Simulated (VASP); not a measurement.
# C (R-3m) in VASP: further runs, part 2 of 2

VASP 6.6.1. Earlier steps stand in the parts before.

**4. Single point, PBE+D3(BJ)**

Contents of INCAR:

```
  PREC = Accurate
  ENCUT = 520
  EDIFF = 1E-6
  ISMEAR = 0
  SIGMA = 0.05
  LREAL = F
  LASPH = T
  NELM = 100
  ALGO = Normal
  ISIF = 2
  LWAVE = F
  LCHARG = F
  GGA = PE
  IVDW = 12
  NBANDS = 11
```

Contents of KPOINTS:

```
Automatic mesh
0
Gamma
  15 15 15
```

Contents of POSCAR:

```
C
1.0
    1.2530811925      0.7234667638      3.4175230126
   -1.2530811925      0.7234667638      3.4175230126
    0.0000000000     -1.4469335276      3.4175230125
C
2
Direct
    0.1609431579      0.1609431579      0.1609431579
    0.8390568421      0.8390568421      0.8390568421
```

Started as:

```
cat potpaw_PBE.64/C/POTCAR > POTCAR
mpirun -np 1 vasp_std > vasp.out
```

Run time: 35 s. Hardware: 1 thread of Intel Xeon 6975P-C (Granite Rapids), shared host; peak memory 0.2 GiB.

Results (log left out):

```yaml
Free_energy: -18.5881 eV
Pressure: -13.4 GPa
Largest_force: 1.917 eV/Å
Band_gap_on_the_k_mesh: 0.79 eV, direct
Dispersion_energy_per_atom: -0.151 eV
```

Forces in eV/Å, atoms in the order of the input:
```
C    0.000  0.000  1.917
C    0.000  0.000 -1.917
```

Stress tensor (GPa, compression positive):
```
-18.75   0.00   0.00
  0.00 -18.75   0.00
  0.00   0.00  -2.70
```

Levels at points of the mesh, in eV from the valence-band top:
```
           k point  band 2  band 3  band 4  band 5  band 6  band 7
(0.00, 0.00, 0.00)   -5.83   -2.49   -2.49    4.43    8.44    8.44
```

Caveat: forces of over 1 eV/Å act on the atoms, so gaps and moduli don't describe the material at rest. A k mesh can miss the band edges.

**5. Single point, PBE+D3(BJ)**

This run uses another cell than the first one, of 9.52 Å³/atom, 1.025 times its volume.

Contents of INCAR:

```
SYSTEM = C
PREC     = Accurate       ! precision mode
ENCUT    = 520            ! plane-wave cutoff, eV
EDIFF    = 1E-6           ! SCF threshold, eV
ISMEAR   = 0              ! smearing method
SIGMA    = 0.05           ! smearing width, eV
LREAL    = .FALSE.        ! projectors in reciprocal space
LASPH    = .TRUE.         ! aspherical terms in the spheres
NELM     = 80             ! most SCF steps
ALGO     = Normal         ! electronic algorithm
ISIF     = 2              ! what is computed and relaxed
LWAVE    = .FALSE.        ! write WAVECAR
LCHARG   = .FALSE.        ! write CHGCAR
GGA      = PE             ! functional
IVDW     = 12             ! dispersion correction
NBANDS   = 11             ! bands
```

Contents of KPOINTS:

```
regular mesh
0
G
  15 15 15
  0 0 0
```

Contents of POSCAR:

```
C
1.0
    1.2633109298      0.7293729054      3.4454225316
   -1.2633109298      0.7293729054      3.4454225316
    0.0000000000     -1.4587458108      3.4454225316
C
2
Direct
    0.1741321547      0.1741321547      0.1741321547
    0.8258678453      0.8258678453      0.8258678453
```

Started as:

```
cat potpaw_PBE.64/C/POTCAR > POTCAR
mpirun -np 1 vasp_std > vasp.out
```

Wall time 49 s (1 thread of Intel Xeon Platinum 8488C (Sapphire Rapids), shared host); peak memory 0.2 GiB.

The run converged. Its results:

| Quantity | Value |
| --- | --- |
| Free energy | -18.4554 eV |
| Pressure | -19.1 GPa |
| Largest force | 2.571 eV/Å |
| Band gap on the k mesh | 0.40 eV, direct |
| Dispersion energy per atom | -0.149 eV |

Forces in eV/Å, atoms in the order of the input:
```
C    0.000  0.000 -2.571
C    0.000  0.000  2.571
```

Stress tensor (GPa, compression positive):
```
-26.79   0.00   0.00
  0.00 -26.79   0.00
  0.00   0.00  -3.84
```

Levels at points of the mesh, in eV from the valence-band top:
```
           k point  band 2  band 3  band 4  band 5  band 6  band 7
(0.00, 0.00, 0.00)   -5.84   -2.58   -2.58    4.09    8.16    8.16
```

Caveat: forces of over 1 eV/Å act on the atoms, so gaps and moduli don't describe the material at rest. A k mesh can miss the band edges.

**6. Single point, PBE+D3(BJ)**

This run uses another cell than the first one, of 9.52 Å³/atom, 1.025 times its volume.

Contents of INCAR:

```
ALGO = Normal ; EDIFF = 1E-7
ENCUT = 520 ; GGA = PE
ISIF = 2 ; ISMEAR = 0
IVDW = 12 ; LASPH = T
LCHARG = F ; LREAL = F
LWAVE = F ; NBANDS = 11
NELM = 60 ; PREC = Accurate
SIGMA = 0.05
```

Contents of KPOINTS:

```
k-points
0
Gamma
  15 15 15
```

Contents of POSCAR:

```
C
1.0
    1.2633109298      0.7293729054      3.4454225316
   -1.2633109298      0.7293729054      3.4454225316
    0.0000000000     -1.4587458108      3.4454225316
C
2
Direct
    0.1628273003      0.1628273003      0.1628273003
    0.8371726997      0.8371726997      0.8371726997
```

Potentials or basis: VASP PAW PBE potentials, release 64 (C).

Started as:

```
cat potpaw_PBE.64/C/POTCAR > POTCAR
mpirun -np 1 vasp_std > vasp.out
```

OUTCAR:

```text
EDIFF = 1E-7
   ENCUT = 520
   GGA = PE
   ISIF = 2
   ISMEAR = 0
   IVDW = 12
   LASPH = T
   LREAL = F
   NELM = 60
   PREC = Accurate
 IVDW          = 12

 ion  position               nearest neighbor table
   1  0.163  0.163  0.163-   2 1.46   2 1.46   2 1.46
   2  0.837  0.837  0.837-   1 1.46   1 1.46   1 1.46

  LATTYP: Found a trigonal (rhomboedric) cell.
 ALAT       =     3.7415071511
 COS(alpha) =     0.7719881893

  Lattice vectors:

[... 524 lines left out ...]

 Edisp (eV)   -0.29693

 E8    (eV) :    -0.0839

  FORCE on cell =-STRESS in cart. coord.  units (eV):
  Direction    XX          YY          ZZ          XY          YZ          ZX
  --------------------------------------------------------------------------------------
  -------------------------------------------------------------------------------------
  Total      -3.21954    -3.21954    -0.19302     0.00000     0.00000    -0.00000
  in kB    -270.80155  -270.80155   -16.23512     0.00000     0.00000    -0.00000
  external pressure =     -185.95 kB  Pullay stress =        0.00 kB

 VOLUME and BASIS-vectors are now :
 -----------------------------------------------------------------------------
  energy-cutoff  :      520.00
  volume of cell :       19.05
      direct lattice vectors                 reciprocal lattice vectors
     1.263310930  0.729372905  3.445422532     0.395785383  0.228506797  0.096746721
    -1.263310930  0.729372905  3.445422532    -0.395785383  0.228506797  0.096746721
     0.000000000 -1.458745811  3.445422532     0.000000000 -0.457013595  0.096746721

 POSITION                                       TOTAL-FORCE (eV/Angst)
 -----------------------------------------------------------------------------------
      0.00000      0.00000      1.68303         0.000000     -0.000000      1.287782
      0.00000      0.00000      8.65324         0.000000      0.000000     -1.287782
 -----------------------------------------------------------------------------------
    total drift:                                0.000000     -0.000000      0.000000

  FREE ENERGIE OF THE ION-ELECTRON SYSTEM (eV)
  ---------------------------------------------------
  free  energy   TOTEN  =       -18.6047096430 eV

  energy  without entropy=      -18.6047096430  energy(sigma->0) =      -18.60470964
```

OSZICAR:

```text
N       E                     dE             d eps       ncg     rms          rms(c)
DAV:   1     0.672708873792E+01    0.67271E+01   -0.44492E+03  7728   0.656E+02
DAV:   2    -0.185885193893E+02   -0.25316E+02   -0.23993E+02 10031   0.129E+02
DAV:   3    -0.192304102900E+02   -0.64189E+00   -0.64074E+00  9556   0.175E+01
DAV:   4    -0.192329691421E+02   -0.25589E-02   -0.25586E-02  8891   0.136E+00
DAV:   5    -0.192329790662E+02   -0.99242E-05   -0.99241E-05  9552   0.780E-02    0.571E+00
DAV:   6    -0.185304006473E+02    0.70258E+00   -0.58224E-01  8843   0.439E+00    0.333E+00
DAV:   7    -0.183048126938E+02    0.22559E+00   -0.68343E-01  9178   0.477E+00    0.883E-01
DAV:   8    -0.183077973661E+02   -0.29847E-02   -0.16164E-02  8440   0.796E-01    0.927E-02
DAV:   9    -0.183077060613E+02    0.91305E-04   -0.39907E-04  9220   0.131E-01    0.464E-02
DAV:  10    -0.183077817485E+02   -0.75687E-04   -0.11146E-04  8453   0.713E-02    0.217E-02
DAV:  11    -0.183077818068E+02   -0.58294E-07   -0.56182E-06  9254   0.135E-02    0.362E-03
DAV:  12    -0.183077820928E+02   -0.28598E-06   -0.50373E-07  8444   0.504E-03    0.559E-04
DAV:  13    -0.183077820810E+02    0.11800E-07   -0.13195E-08  8925   0.796E-04
   1 F= -.18604710E+02 E0= -.18604710E+02  d E =-.136396E-17
```

stdout:

```text
POSCAR found type information on POSCAR C
 POSCAR found :  1 types and       2 ions
 scaLAPACK will be used
 LDA part: xc-table for (Slater+PW92), standard interpolation
 POSCAR, INCAR and KPOINTS ok, starting setup
 FFT: planning ... GRIDC
 FFT: planning ... GRID_SOFT
 FFT: planning ... GRID
 WAVECAR not read
 entering main loop
```

Wall time 54 s (1 thread of Intel Xeon Platinum 8488C (Sapphire Rapids), shared host); peak memory 0.2 GiB.

What came out:

* Free energy: -18.6047 eV
* Pressure: -18.6 GPa
* Largest force: 1.288 eV/Å
* Band gap on the k mesh: 0.70 eV, direct
* Dispersion energy per atom: -0.148 eV

Forces on the atoms (eV/Å):
```
C    0.000  0.000  1.288
C    0.000  0.000 -1.288
```

Caveat: forces of over 1 eV/Å act on the atoms, so gaps and moduli don't describe the material at rest.
